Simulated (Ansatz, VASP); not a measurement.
## One calculation of Rb, two programs

```
CELL_PARAMETERS angstrom
-2.84809 2.84809 2.89018
2.84809 -2.84809 2.89018
2.84809 2.84809 -2.89018
ATOMIC_POSITIONS crystal
Rb 0.00000 0.00000 0.00000
```

Change from the starting cell: strain +0.015 along x and y, +0.030 along z, atoms carried along.

Alike in both runs: task single point; functional PBE; k mesh 12 × 12 × 12; occupations gaussian, width 0.15 eV; no spin polarisation.

|  | VASP | Ansatz |
| --- | --- | --- |
| version | VASP 6.6.1 | Ansatz 0.2.0 |
| potentials or method | VASP PAW PBE potentials, release 64 (Rb_sv), cutoff 520 eV | scalar-relativistic, plane waves, PAW |
| valence electrons in the cell | 9 | 9 |

|  | VASP | Ansatz | Ansatz less VASP |
| --- | --- | --- | --- |
| gap on the k mesh at the Fermi level (eV) | none | none | - |
| pressure (GPa) | -0.1 | -0.1 | 0.00 |

A gap of «none» marks a metal or a gap that the smearing closes.
